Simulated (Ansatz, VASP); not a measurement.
## Pb in VASP and in Ansatz

```
Pb
1.0
     0.00000    2.49141    2.49141
     2.49141    0.00000    2.49141
     2.49141    2.49141    0.00000
Pb
1
Direct
  0.00000 0.00000 0.00000
```

Alike in both runs: task single point; functional r2SCAN; dispersion rVV10; k mesh 9 × 9 × 9; occupations fermi-dirac, width 0.05 eV; no spin polarisation.

```csv
,VASP,Ansatz
version,VASP 6.6.1,Ansatz 0.2.0
potentials or method,"VASP PAW PBE potentials, release 64 (Pb_d)",Ansatz PAW
plane-wave cutoff (eV),520,500
valence electrons in the cell,14,14
```

VASP gave:

```
gap on the k mesh at the Fermi level (eV) : none
pressure (GPa)                            : -0.7
```

Question: What did Ansatz give for the same quantities?

Answer: gap on the k mesh at the Fermi level (eV): none; pressure (GPa): -0.9.

VASP's potentials were made for PBE, not for r2SCAN. A gap of «none» marks a metal or a gap that the smearing closes.

Spin-orbit coupling is off throughout.
